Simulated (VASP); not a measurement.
Input of a VASP 6.6.1 run:

Contents of INCAR:

```
SYSTEM = MgO
PREC = Accurate
ENCUT = 520
EDIFF = 1E-6
ISMEAR = 0
SIGMA = 0.05
LREAL = .False.
LASPH = .True.
NELM = 80
ALGO = Normal
ISIF = 2
LWAVE = .False.
LCHARG = .True.
GGA = PE
LELF = .True.
LVHAR = .True.
NBANDS = 16
```

Contents of KPOINTS:

```
Automatic mesh
0
Gamma
  9 9 6
  0 0 0
```

POSCAR

```
MgO
1.0
    3.1798172993      0.0000000000      0.0000000000
   -1.5899086497      2.7538025606      0.0000000000
    0.0000000000      0.0000000000      5.5672241276
Mg O
2 2
Direct
    0.3333333333      0.6666666667     -0.0229692219
    0.6666666667      0.3333333333      0.4770307781
    0.3333333333      0.6666666667      0.3982811987
    0.6666666667      0.3333333333      0.8982811987
```

Potentials or basis: VASP PAW PBE potentials, release 64 (Mg, O).

Command:

```console
$ cat potpaw_PBE.64/Mg/POTCAR potpaw_PBE.64/O/POTCAR > POTCAR
$ mpirun -np 1 vasp_std > vasp.out
```

Estimate the largest force.

1.023 eV/Å.

Estimate the pressure.

7.7 GPa.

Estimate the band gap on the k mesh.

3.37 eV.

Forces on the atoms (eV/Å):
```
Mg   0.000  0.000  1.023
Mg   0.000  0.000  1.023
O    0.000  0.000 -1.023
O    0.000  0.000 -1.023
```

Caveat: the cell stands under pressure; an odd mesh through Γ misses points on the zone boundary, where band edges can lie; forces of over 1 eV/Å act on the atoms, so gaps and moduli don't describe the material at rest.
